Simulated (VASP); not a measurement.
Wanted: the native input for a VASP 6.6.1 run.

| Item | Value |
| --- | --- |
| Task | electric field gradients |
| Functional | PBEsol |
| Potentials or basis | VASP PAW PBE potentials, release 64 (Sc_sv) |
| Cutoff | 520 eV |
| k mesh | 12 × 12 × 12 |
| Occupations | fermi-dirac, width 0.03 eV |
| Spin | no spin polarisation |
| Dipole correction | no |
| Further INCAR settings | ALGO = Normal; EDIFF = 1e-08; NBANDS = 12 |

The structure of Sc lies in POSCAR:

```
Sc
1.0
    0.0227050000      2.2818525000      2.2818525000
    2.2818525000      0.0227050000      2.2818525000
    2.2818525000      2.2818525000      0.0227050000
Sc
1
Direct
    0.0000000000      0.0000000000      0.0000000000
```

This cell differs from its parent crystal: equal xy, yz and zx shear strains of +1 %.

One way to write it, as run:

INCAR

```
SYSTEM = Sc
ALGO = Normal ; EDIFF = 1E-8
ENCUT = 520 ; GGA = PS
ISIF = 2 ; ISMEAR = -1
LASPH = .TRUE. ; LCHARG = .FALSE.
LEFG = .TRUE. ; LREAL = .FALSE.
LWAVE = .FALSE. ; NBANDS = 12
NELM = 80 ; PREC = Accurate
SIGMA = 0.03
```

KPOINTS

```
k-points
0
G
  12 12 12
  0 0 0
```

Potentials or basis: VASP PAW PBE potentials, release 64 (Sc_sv).

Run with:

```bash
$ cat potpaw_PBE.64/Sc_sv/POTCAR > POTCAR
$ mpirun -np 1 vasp_std > vasp.out
```

Results of the run:

| Property | Result |
| --- | --- |
| Pressure | 0.5 GPa |

Caveat: the cell differs from its parent crystal (equal xy, yz and zx shear strains of +1 %); without QUAD_EFG the Cq values of the log hold for a quadrupole moment of 1 mb, not for the nuclei; the PAW data sets were made with another functional, which shifts forces and pressure a little.

Run time: 17 s on 1 thread of Intel(R) Xeon(R) Platinum 8488C (Sapphire Rapids), with other jobs on the host, peak memory 0.17 GiB.
